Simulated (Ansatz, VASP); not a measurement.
**HfC5 in VASP and in Ansatz**

INCAR

```
PREC     = Accurate       # precision mode
ENCUT    = 600            # plane-wave cutoff, eV
EDIFF    = 1E-6           # SCF threshold, eV
ISMEAR   = 0              # smearing method
SIGMA    = 0.1            # smearing width, eV
LREAL    = False          # projectors in reciprocal space
LASPH    = True           # aspherical terms in the spheres
NELM     = 60             # most SCF steps
ALGO     = Normal         # electronic algorithm
ISIF     = 3              # what is computed and relaxed
LWAVE    = False          # write WAVECAR
LCHARG   = False          # write CHGCAR
GGA      = PE             # functional
IBRION   = 2              # ionic algorithm
NSW      = 90             # ionic steps
EDIFFG   = -0.04          # ionic threshold
```

Contents of KPOINTS:

```
Automatic mesh
0
Gamma
  6 6 2
```

File POSCAR:

```
HfC5
1.0
    3.0063456200      0.0000000000      0.0000000000
   -1.5031728100      2.6035716800      0.0000000000
    0.0000000000      0.0000000000     14.2595970600
Hf C
1 5
Direct
    0.0000000000      0.0000000000      0.0000000000
    0.6666666700      0.3333333300      0.8533704300
    0.0000000000      0.0000000000      0.6760535800
    0.6666666700      0.3333333300      0.5000000000
    0.0000000000      0.0000000000      0.3239464200
    0.6666666700      0.3333333300      0.1466295700
```

Input for Ansatz:

```yaml
crystal:
  lattice:
    - [3.00634562, 0.0, 0.0]
    - [-1.50317281, 2.60357168, 0.0]
    - [0.0, 0.0, 14.25959706]
  atoms:
    - { symbol: Hf, position: [0.0, 0.0, 0.0] }
    - { symbol: C, position: [0.66666667, 0.33333333, 0.85337043] }
    - { symbol: C, position: [0.0, 0.0, 0.67605358] }
    - { symbol: C, position: [0.66666667, 0.33333333, 0.5] }
    - { symbol: C, position: [0.0, 0.0, 0.32394642] }
    - { symbol: C, position: [0.66666667, 0.33333333, 0.14662957] }
basis:
  ecutwfc: 420
kpoints:
  mp_grid: { grid: [6, 6, 2] }
hamiltonian:
  xc: pbe
scf:
  occupations: { method: gaussian, width: 0.1 }
  lower_state_search: "off"
output:
  forces: true
  stress: true
  eigenvalues: true
relax:
  adjacent_minimum: "off"
  f_tol: 0.04
  max_steps: 70
  cell: { stress_tol: 0.4 }
```

Change from the starting cell: species swapped into the Ca5Mg type (P-6m2, No. 187).

Alike in both runs: task relaxation of cell and atoms; functional PBE; k mesh 6 × 6 × 2; occupations gaussian, width 0.1 eV; no spin polarisation.

|  | VASP | Ansatz |
| --- | --- | --- |
| version | VASP 6.6.1 | Ansatz 0.2.0 |
| potentials or method | VASP PAW PBE potentials, release 64 (Hf_pv, C), cutoff 600 eV | scalar-relativistic, plane waves, PAW |
| valence electrons in the cell | 30 | 46 |

|  | VASP | Ansatz | Ansatz less VASP |
| --- | --- | --- | --- |
| gap on the k mesh at the Fermi level, each at its own relaxed structure (eV) | none | none | - |
| relaxed volume (Å³/atom) | 8.88 | 8.90 | +0.025 |
| relaxed cell length with the largest relative difference (Å) | 8.794 | 8.807 | +0.0125 |

A gap of «none» marks a metal or a gap that the smearing closes. VASP's potentials hold 30 valence electrons a cell and Ansatz's 46, so a difference there can come from the potentials and not from the codes.

The k mesh is coarse, so the values compare programs but aren't converged. Neither program's run includes spin-orbit coupling. Noted on VASP's run: the volume moved by over 15 % at a fixed basis, so the end points are rough.
